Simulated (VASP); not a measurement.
Here is a VASP 6.6.1 calculation.

Contents of INCAR:

```
SYSTEM = W
PREC     = Accurate       ! precision mode
ENCUT    = 520            ! plane-wave cutoff, eV
EDIFF    = 1E-6           ! SCF threshold, eV
ISMEAR   = -1             ! smearing method
SIGMA    = 0.05           ! smearing width, eV
LREAL    = .False.        ! projectors in reciprocal space
LASPH    = .True.         ! aspherical terms in the spheres
NELM     = 80             ! most SCF steps
ALGO     = Fast           ! electronic algorithm
ISIF     = 2              ! what is computed and relaxed
LWAVE    = .False.        ! write WAVECAR
LCHARG   = .True.         ! write CHGCAR
GGA      = PE             ! functional
LELF     = .True.         ! ELF
LVHAR    = .True.       
NBANDS   = 13             ! bands
```

The input KPOINTS:

```
regular mesh
0
Gamma
  10 10 10
  0 0 0
```

Contents of POSCAR:

```
W
1.0
   -1.5190512000      1.5190512000      1.5823450000
    1.5190512000     -1.5190512000      1.5823450000
    1.5190512000      1.5190512000     -1.5823450000
W
1
Direct
    0.0000000000      0.0000000000      0.0000000000
```

Potentials or basis: VASP PAW PBE potentials, release 64 (W_sv).

The run is started by

```console
$ cat potpaw_PBE.64/W_sv/POTCAR > POTCAR
$ mpirun -np 1 vasp_std > vasp.out
```

**Question.** Estimate the band gap on the k mesh.

**Answer.** Zero (band 7 reaches 18.31 eV, above the bottom of band 8 at 11.60 eV).

**Question.** Estimate the pressure.

**Answer.** 39.2 GPa.

Stress tensor (GPa, compression positive):
```
44.57  0.00  0.00
 0.00 44.57  0.00
 0.00  0.00 28.39
```

Caveat: spin-orbit coupling is left out, which moves the levels of the heavy elements.
